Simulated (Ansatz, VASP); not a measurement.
**TlCl: VASP beside Ansatz**

```
CELL_PARAMETERS angstrom
3.83701 0.00000 0.00000
0.00000 3.83701 0.00000
0.00000 0.00000 3.83701
ATOMIC_POSITIONS crystal
Tl 0.00000 0.00000 0.00000
Cl 0.50000 0.50000 0.50000
```

Alike in both runs: functional r2SCAN; k mesh 10 × 10 × 10; occupations fermi-dirac, width 0.1 eV; no spin polarisation.

Ansatz relaxed the structure, and its values are those at the end. VASP's run is a single point on that final structure, the one shown.

|  | VASP | Ansatz |
| --- | --- | --- |
| version | VASP 6.6.1 | Ansatz 0.2.0 |
| potentials or method | VASP PAW PBE potentials, release 64 (Tl_d, Cl) | PAW with Ansatz's default frozen-core files, scalar-relativistic |
| plane-wave cutoff (eV) | 550 | 500 |
| valence electrons in the cell | 20 | 20 |

|  | VASP | Ansatz | Ansatz less VASP |
| --- | --- | --- | --- |
| pressure (GPa) | 0.0 | 0.0 | +0.06 |

VASP's potentials were made for PBE, not for r2SCAN.

Neither program's run includes spin-orbit coupling.
